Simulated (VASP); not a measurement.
# WS2 in VASP: notebook

Runs on WS2. Level: PBE+D3(BJ). Tasks: single point.

Program: VASP 6.6.1. These are calculated values, not measurements. Logs are shortened: lines on timing, memory, paths and dates and some standing lists are left out, and cuts for length are marked.

## Step 1: The cell of the first run

The cell holds a slab with vacuum, 3 atoms: a = 3.159 Å, b = 3.159 Å, c = 23.119 Å, α = 90.00°, β = 90.00°, γ = 120.00°.

## Step 2: Single point, PBE+D3(BJ)

File INCAR:

```
SYSTEM = WS2
PREC = Accurate
ENCUT = 520
EDIFF = 1E-6
ISMEAR = 0
SIGMA = 0.05
LREAL = .FALSE.
LASPH = .TRUE.
NELM = 60
ALGO = Normal
ISIF = 2
LWAVE = .FALSE.
LCHARG = .FALSE.
LDIPOL = .TRUE.
IDIPOL = 3
DIPOL = 0.5 0.5 0.500
GGA = PE
IVDW = 12
NBANDS = 20
```

File KPOINTS:

```
Automatic mesh
0
G
  12 12 1
  0 0 0
```

File POSCAR:

```
WS2
1.0
    3.1593510352     -0.0000000029      0.0000000000
   -1.5796755151      2.7360782574      0.0000000000
    0.0000000000      0.0000000000     23.1191467855
S W
2 1
Direct
    0.6666666667      0.3333333333      0.4318246230
    0.6666666667      0.3333333333      0.5681682709
    0.3333333333      0.6666666667      0.4999964274
```

Potentials or basis: VASP PAW PBE potentials, release 64 (S, W_sv).

Launch:

```
> cat potpaw_PBE.64/S/POTCAR potpaw_PBE.64/W_sv/POTCAR > POTCAR
> mpirun -np 1 vasp_std > vasp.out
```

OUTCAR:

```text
SYSTEM = WS2
   PREC = Accurate
   ENCUT = 520
   EDIFF = 1E-6
   ISMEAR = 0
   LREAL = .FALSE.
   LASPH = .TRUE.
   NELM = 60
   ISIF = 2
   GGA = PE
   IVDW = 12
 IVDW          = 12

 ion  position               nearest neighbor table
   1  0.667  0.333  0.432-   3 2.41   3 2.41   3 2.41
   2  0.667  0.333  0.568-   3 2.41   3 2.41   3 2.41
   3  0.333  0.667  0.500-   1 2.41   1 2.41   1 2.41   2 2.41   2 2.41   2 2.41

  LATTYP: Found a hexagonal cell.
 ALAT       =     3.1593510352
 C/A-ratio  =     7.3176885151

  Lattice vectors:

 A1 = (   3.1593510352,  -0.0000000029,   0.0000000000)
 A2 = (  -1.5796755151,   2.7360782574,   0.0000000000)
 A3 = (   0.0000000000,   0.0000000000,  23.1191467855)

Analysis of symmetry for initial positions (statically):
=====================================================================
 Subroutine PRICEL returns:
 Original cell was already a primitive cell.

 Routine SETGRP: Setting up the symmetry group for a
 hexagonal supercell.

 Subroutine GETGRP returns: Found 12 space group operations
 (whereof  6 operations were pure point group operations)
 out of a pool of 24 trial point group operations.

The static configuration has the point symmetry C_3v.
 The point group associated with its full space group is D_3h.

Analysis of symmetry for dynamics (positions and initial velocities):
=====================================================================
 Subroutine PRICEL returns:
 Original cell was already a primitive cell.

 Routine SETGRP: Setting up the symmetry group for a
 hexagonal supercell.

 Subroutine GETGRP returns: Found 12 space group operations
 (whereof  6 operations were pure point group operations)
 out of a pool of 24 trial point group operations.

The dynamic configuration has the point symmetry C_3v.
 The point group associated with its full space group is D_3h.

 Subroutine INISYM returns: Found 12 space group operations
 (whereof  6 operations are pure point group operations),
 and found     1 'primitive' translations

----------------------------------------------------------------------------------------

                                     Primitive cell

  volume of cell :     199.8473

  direct lattice vectors                    reciprocal lattice vectors
     3.159351035 -0.000000003  0.000000000     0.316520700  0.182743311  0.000000000
    -1.579675515  2.736078257  0.000000000     0.000000000  0.365486622  0.000000000
     0.000000000  0.000000000 23.119146785     0.000000000  0.000000000  0.043254191

  length of vectors
     3.159351035  3.159351035 23.119146785     0.365486622  0.365486622  0.043254191

  position of ions in fractional coordinates (direct lattice)
     0.666666667  0.333333333  0.431824623
     0.666666667  0.333333333  0.568168271
     0.333333333  0.666666667  0.499996427

  ion indices of the primitive-cell ions
   primitive index   ion index
                 1           1
                 2           2
                 3           3

----------------------------------------------------------------------------------------

 KPOINTS: Automatic mesh

Automatic generation of k-mesh.
 Grid dimensions read from file:
 generate k-points for:   12   12    1

 Generating k-lattice:

  Cartesian coordinates                     Fractional coordinates (reciprocal lattice)
     0.026376725  0.015228609  0.000000000     0.083333333  0.000000000  0.000000000
     0.000000000  0.030457219  0.000000000    -0.000000000  0.083333333  0.000000000
     0.000000000  0.000000000  0.043254191     0.000000000  0.000000000  1.000000000

  Length of vectors
     0.030457219  0.030457219  0.043254191

  Shift w.r.t. Gamma in fractional coordinates (k-lattice)
     0.000000000  0.000000000  0.000000000

 Subroutine IBZKPT returns following result:
 ===========================================

 Found     19 irreducible k-points:

 Following reciprocal coordinates:
            Coordinates               Weight
  0.000000  0.000000  0.000000      1.000000
  0.083333  0.000000  0.000000      6.000000
  0.166667  0.000000  0.000000      6.000000
  0.250000  0.000000  0.000000      6.000000
  0.333333  0.000000  0.000000      6.000000
  0.416667  0.000000  0.000000      6.000000
[... 11 lines left out ...]
  0.333333  0.250000  0.000000     12.000000
  0.333333  0.333333  0.000000      2.000000
   k-points           NKPTS =     19   k-points in BZ     NKDIM =     19   number of bands    NBANDS=     20
   number of dos      NEDOS =    301   number of ions     NIONS =      3
   total plane-waves  NPLWV = 103680
   dimension x,y,z NGX =    24 NGY =   24 NGZ =  180
   dimension x,y,z NGXF=    48 NGYF=   48 NGZF=  360
   ions per type =               2   1
   NGX,Y,Z   is equivalent  to a cutoff of  12.63, 12.63, 12.94 a.u.
   NGXF,Y,Z  is equivalent  to a cutoff of  25.26, 25.26, 25.89 a.u.
 SYSTEM =  WS2
   PREC   = accura    normal or accurate (medium, high low for compatibility)
   ISTART =      0    job   : 0-new  1-cont  2-samecut
   ICHARG =      2    charge: 1-file 2-atom 10-const
   ISPIN  =      1    spin polarized calculation?
   LNONCOLLINEAR =      F non collinear calculations
   LSORBIT =      F    spin-orbit coupling
   LASPH  =      T    aspherical Exc in radial PAW
   ENCUT  =  520.0 eV  38.22 Ry    6.18 a.u.   5.87  5.87 42.99*2*pi/ulx,y,z
   NELM   =     60;   NELMIN=  2; NELMDL= -5     # of ELM steps
   EDIFF  = 0.1E-05   stopping-criterion for ELM
   LREAL  =      F    real-space projection
   EDIFFG = 0.1E-04   stopping-criterion for IOM
   NSW    =      0    number of steps for IOM
   IBRION =     -1    ionic relax: 0-MD 1-quasi-New 2-CG
   NFREE  =      0    steps in history (QN), initial steepest desc. (CG)
   ISIF   =      2    stress and relaxation
   ISYM   =      2    0-nonsym 1-usesym 2-fastsym
   POTIM  = 0.5000    time-step for ionic-motion
   TEBEG  =    0.0;   TEEND  =   0.0 temperature during run
   PSTRESS=    0.0 pullay stress
   NELECT =      26.0000    total number of electrons
   NUPDOWN=      -1.0000    fix difference up-down
   EMIN   =  10.00;   EMAX   =-10.00  energy-range for DOS
   EFERMI =   0.00;   METHOD = LEGACY
   ISMEAR =     0;   SIGMA  =   0.05  broadening in eV -4-tet -1-fermi 0-gaus
   EFERMI_NEDOS =   21; number of points for ismear=-14 and -15
   IALGO  =     38    algorithm
   IMIX   =      4    mixing-type and parameters
     AMIX     =   0.40;   BMIX     =  1.00
     AMIX_MAG =   1.60;   BMIX_MAG =  1.00
  volume/ion in A,a.u.               =      66.62       449.55
  Fermi-wavevector in a.u.,A,eV,Ry     =   0.829532  1.567588  9.362489  0.688124
  Thomas-Fermi vector in A             =   1.942095
   LORBIT       =      0    0 simple, 1 ext, 2 COOP (PROOUT), +10 PAW based schemes
   GGA     = PE    functional components
   LHFCALC =     F    Hartree Fock is set to
   AEXX    =    0.0000 exact exchange contribution
   IVDW    =    12    specifies the selected vdW correction
   LEPSILON=     F    determine dielectric tensor
   LRPA    =     F    only Hartree local field effects (RPA)
 non-spin polarized calculation
 Gauss-broadening in eV      SIGMA  =   0.05
  energy-cutoff  :      520.00
  volume of cell :      199.85
 maximum number of plane-waves:      5412
 NGX is ok and might be reduce to    24
   NGX = 11   NGY = 11   NGZ = 85

 dipolmoment           0.000000      0.000000      0.000000 electrons x Angstroem

 number of electron      25.9999997 magnetization

 dipolmoment           0.000000      0.000000     -0.000006 electrons x Angstroem

 Free energy of the ion-electron system (eV)
  ---------------------------------------------------
  ext. energy  EPLUGINS =         0.00000000
  ---------------------------------------------------
  free energy    TOTEN  =       -23.66579372 eV

  energy without entropy =      -23.66579372  energy(sigma->0) =      -23.66579372

 E-fermi :  -1.9231     XC(G=0):  -3.3826

 val. band max:       -2.3242662380   @ k =   0.3333   0.3333   0.0000
 cond. band min:      -0.4004352640   @ k =   0.3333   0.3333   0.0000
 fundamental gap:      1.9238309740
 Fermi energy:        -1.9231486667

 k-point     1 :       0.0000    0.0000    0.0000
  band No.  band energies     occupation
      1     -76.3319      2.00000
      2     -40.5832      2.00000
      3     -40.4094      2.00000
      4     -40.4094      2.00000
      5     -17.1475      2.00000
      6     -15.5235      2.00000
[... 12 lines left out ...]
     19       2.9774      0.00000
     20       3.2835      0.00000

 k-point     2 :       0.0833    0.0000    0.0000
  band No.  band energies     occupation
      1     -76.3306      2.00000
      2     -40.5788      2.00000
      3     -40.4339      2.00000
      4     -40.4151      2.00000
      5     -17.0301      2.00000
      6     -15.4793      2.00000
[... 12 lines left out ...]
     19       3.1182      0.00000
     20       3.5882      0.00000

 k-point     3 :       0.1667    0.0000    0.0000
  band No.  band energies     occupation
      1     -76.3272      2.00000
      2     -40.5668      2.00000
      3     -40.5004      2.00000
      4     -40.4306      2.00000
      5     -16.6954      2.00000
      6     -15.3536      2.00000
[... 12 lines left out ...]
     19       3.5261      0.00000
     20       4.0931      0.00000

 k-point     4 :       0.2500    0.0000    0.0000
  band No.  band energies     occupation
      1     -76.3226      2.00000
      2     -40.5901      2.00000
      3     -40.5502      2.00000
      4     -40.4517      2.00000
      5     -16.1972      2.00000
      6     -15.1687      2.00000
[... 12 lines left out ...]
     19       4.1569      0.00000
     20       4.7365      0.00000

 k-point     5 :       0.3333    0.0000    0.0000
  band No.  band energies     occupation
      1     -76.3180      2.00000
      2     -40.6784      2.00000
      3     -40.5336      2.00000
      4     -40.4727      2.00000
      5     -15.6315      2.00000
      6     -14.9647      2.00000
[... 12 lines left out ...]
     19       4.8504      0.00000
     20       4.9801      0.00000

 k-point     6 :       0.4167    0.0000    0.0000
  band No.  band energies     occupation
      1     -76.3146      2.00000
      2     -40.7422      2.00000
      3     -40.5215      2.00000
      4     -40.4881      2.00000
      5     -15.1515      2.00000
      6     -14.8000      2.00000
[... 12 lines left out ...]
     19       5.2001      0.00000
     20       5.2923      0.00000

 k-point     7 :       0.5000    0.0000    0.0000
  band No.  band energies     occupation
      1     -76.3133      2.00000
      2     -40.7654      2.00000
      3     -40.5170      2.00000
      4     -40.4937      2.00000
      5     -14.9554      2.00000
      6     -14.7358      2.00000
[... 12 lines left out ...]
     19       5.3225      0.00000
     20       5.5421      0.00000
[... 162 lines left out ...]
 k-point    15 :       0.3333    0.1667    0.0000
  band No.  band energies     occupation
      1     -76.3133      2.00000
      2     -40.7210      2.00000
      3     -40.5398      2.00000
      4     -40.5170      2.00000
      5     -14.9805      2.00000
      6     -14.7166      2.00000
[... 12 lines left out ...]
     19       5.8917      0.00000
     20       6.1197      0.00000

 k-point    16 :       0.4167    0.1667    0.0000
  band No.  band energies     occupation
      1     -76.3122      2.00000
      2     -40.7364      2.00000
      3     -40.5496      2.00000
      4     -40.5132      2.00000
      5     -14.8079      2.00000
      6     -14.6548      2.00000
[... 12 lines left out ...]
     19       6.2757      0.00000
     20       6.8493      0.00000

 k-point    17 :       0.2500    0.2500    0.0000
  band No.  band energies     occupation
      1     -76.3133      2.00000
      2     -40.6999      2.00000
      3     -40.5615      2.00000
      4     -40.5171      2.00000
      5     -14.9887      2.00000
      6     -14.7101      2.00000
[... 12 lines left out ...]
     19       5.7113      0.00000
     20       6.1320      0.00000

 k-point    18 :       0.3333    0.2500    0.0000
  band No.  band energies     occupation
      1     -76.3116      2.00000
      2     -40.7041      2.00000
      3     -40.5975      2.00000
      4     -40.5110      2.00000
      5     -14.7226      2.00000
      6     -14.6050      2.00000
[... 12 lines left out ...]
     19       5.4542      0.00000
     20       6.8024      0.00000

 k-point    19 :       0.3333    0.3333    0.0000
  band No.  band energies     occupation
      1     -76.3110      2.00000
      2     -40.6754      2.00000
      3     -40.6411      2.00000
      4     -40.5088      2.00000
      5     -14.6258      2.00000
      6     -14.5606      2.00000
[... 12 lines left out ...]
     19       4.8343      0.00000
     20       7.0120      0.00000

------------------------ aborting loop because EDIFF is reached ----------------------------------------

 vacuum level on the upper side and lower side of the slab       (xc-potential included)        -0.010        -0.010

 Edisp (eV)   -0.93036

 E8    (eV) :    -0.4184

  FORCE on cell =-STRESS in cart. coord.  units (eV):
  Direction    XX          YY          ZZ          XY          YZ          ZX
  --------------------------------------------------------------------------------------
  -------------------------------------------------------------------------------------
  Total      -0.00685    -0.00685    -0.01856     0.00000     0.00000     0.00000
  in kB      -0.05494    -0.05494    -0.14876     0.00000     0.00000     0.00000
  external pressure =       -0.09 kB  Pullay stress =        0.00 kB

 VOLUME and BASIS-vectors are now :
 -----------------------------------------------------------------------------
  energy-cutoff  :      520.00
  volume of cell :      199.85
      direct lattice vectors                 reciprocal lattice vectors
     3.159351035 -0.000000003  0.000000000     0.316520700  0.182743311  0.000000000
    -1.579675515  2.736078257  0.000000000     0.000000000  0.365486622  0.000000000
     0.000000000  0.000000000 23.119146785     0.000000000  0.000000000  0.043254191

 POSITION                                       TOTAL-FORCE (eV/Angst)
 -----------------------------------------------------------------------------------
      1.57968      0.91203      9.98342         0.000000      0.000000     -0.003836
      1.57968      0.91203     13.13557        -0.000000      0.000000      0.003836
      0.00000      1.82405     11.55949         0.000000      0.000000     -0.000000
 -----------------------------------------------------------------------------------
    total drift:                                0.000000     -0.000000     -0.000909

  FREE ENERGIE OF THE ION-ELECTRON SYSTEM (eV)
  ---------------------------------------------------
  free  energy   TOTEN  =       -24.5961565002 eV

  energy  without entropy=      -24.5961565002  energy(sigma->0) =      -24.59615650

 vacuum level on the upper side and lower side of the slab         3.307         3.307
```

Run time: 71 s. Hardware: 1 thread of AMD EPYC 9R45 (Zen 5), shared host; peak memory 0.31 GiB.

Results:

```yaml
Free_energy: -24.5962 eV
Largest_force: 0.004 eV/Å
Band_gap_on_the_k_mesh: 1.92 eV, direct
Dispersion_energy_per_atom: -0.310 eV
```

Forces in eV/Å, atoms in the order of the input:
```
S    0.000  0.000 -0.004
S    0.000  0.000  0.004
W    0.000  0.000  0.000
```

Levels at points of the mesh, in eV from the valence-band top:
| k point | band 9 | band 10 | band 11 | band 12 | band 13 | band 14 | band 15 | band 16 | band 17 | band 18 |
| --- | --- | --- | --- | --- | --- | --- | --- | --- | --- | --- |
| (0.00, 0.00, 0.00) | -2.81 | -2.21 | -1.57 | -1.57 | -0.14 | 2.94 | 2.94 | 3.07 | 3.07 | 5.01 |
| (0.50, 0.00, 0.00) | -4.47 | -3.40 | -2.22 | -1.22 | -0.96 | 2.95 | 3.37 | 4.06 | 4.75 | 5.17 |

Caveat: spin-orbit coupling is left out, which moves the levels of the heavy elements.

## Step 3: Single point, PBE+D3(BJ)

This run uses another cell than the first one, of 67.61 Å³/atom, 1.015 times its volume.

File INCAR:

```
PREC = Accurate
ENCUT = 520
EDIFF = 1E-7
ISMEAR = 0
SIGMA = 0.05
LREAL = False
LASPH = True
NELM = 100
ALGO = Normal
ISIF = 2
LWAVE = False
LCHARG = False
LDIPOL = True
IDIPOL = 3
DIPOL = 0.5 0.5 0.500
GGA = PE
IVDW = 12
NBANDS = 20
```

File KPOINTS:

```
Automatic mesh
0
Gamma
  12 12 1
```

File POSCAR:

```
WS2
1.0
    3.1829541700      0.0000000000      0.0000000000
   -1.5914770800      2.7565191700      0.0000000000
    0.0000000000      0.0000000000     23.1191467855
S W
2 1
Direct
    0.6666666700      0.3333333400      0.4325419140
    0.6666666700      0.3333333400      0.5674580860
    0.3333333300      0.6666666600      0.4999893213
```

Potentials or basis: VASP PAW PBE potentials, release 64 (S, W_sv).

Launch:

```
> cat potpaw_PBE.64/S/POTCAR potpaw_PBE.64/W_sv/POTCAR > POTCAR
> mpirun -np 1 vasp_std > vasp.out
```

Run time: 82 s. Hardware: 1 thread of AMD EPYC 9R45 (Zen 5), shared host; peak memory 0.31 GiB.

Results (log left out):

```yaml
Free_energy: -24.5896 eV
Largest_force: 0.170 eV/Å
Band_gap_on_the_k_mesh: 1.80 eV, direct
Dispersion_energy_per_atom: -0.306 eV
```

Forces on the atoms (eV/Å):
```
S    0.000  0.000 -0.170
S    0.000  0.000  0.162
W    0.000  0.000  0.008
```

Levels at points of the mesh, in eV from the valence-band top:
```tsv
k point	band 11	band 12	band 13	band 14	band 15	band 16
(0.00, 0.00, 0.00)	-1.65	-1.65	0.00	2.90	2.90	3.08
(0.50, 0.00, 0.00)	-2.11	-1.30	-0.92	2.85	3.32	4.09
```

Caveat: spin-orbit coupling is left out, which moves the levels of the heavy elements.
